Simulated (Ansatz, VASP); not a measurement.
# One calculation of Sb, two programs

```
CELL_PARAMETERS angstrom
0.00000 2.34396 2.34396
2.34396 0.00000 2.34396
2.34396 2.34396 0.00000
ATOMIC_POSITIONS crystal
Sb 0.00000 0.00000 0.00000
```

Change from the starting cell: volume scaled by 1, PAW files.

Alike in both runs: task single point; functional LDA; k mesh 15 × 15 × 15; occupations fermi-dirac, width 0.1 eV; no spin polarisation.

```csv
,VASP,Ansatz
version,VASP 6.6.1,Ansatz 0.2.0
potentials or method,"VASP PAW LDA potentials, release 64 (Sb)","PAW with Ansatz's default frozen-core files, scalar-relativistic"
plane-wave cutoff (eV),520,420
valence electrons in the cell,5,15
```

Ansatz gave:

```
pressure (GPa) : 0.0
```

Which values does VASP return?

Pressure (GPa): 0.1.

LDA's correlation is that of Perdew and Zunger in VASP and of Perdew and Wang (1992) in Ansatz. VASP's potentials hold 5 valence electrons a cell and Ansatz's 15, so a difference there can come from the potentials and not from the codes.

Spin-orbit coupling is off throughout.
